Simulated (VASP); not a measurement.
Runs of VASP 6.6.1 on NaAl. The structure is that of space group Pm-3m (No. 221), or close to it. The cells are those of the table. 

| task | cell | k mesh | cutoff (eV) | gap on the mesh (eV) | pressure (GPa) |
| --- | --- | --- | --- | --- | --- |
| relaxation of cell and atoms | relaxed from a = 3.323 Å, 2 atoms | 6 × 6 × 6 | 600 | none | 0.0 |
| single point | a = 3.611 Å, 2 atoms | 16 × 16 × 16 | 520 | none | -0.1 |
| single point | a = 3.323 Å, 2 atoms | 6 × 6 × 6 | 520 | none | 10.5 |
| single point | a = 3.596 Å, 2 atoms | 6 × 6 × 6 | 520 | none | (a) |

Alike in all rows: level PBE; potentials or basis VASP PAW PBE potentials, release 64 (Na_pv, Al); no spin polarisation; smearing gaussian 0.1 eV.

Task: Fill in the values left out.

Result: (a) 0.2.

A gap of «none» marks levels without a gap at the run's occupations.
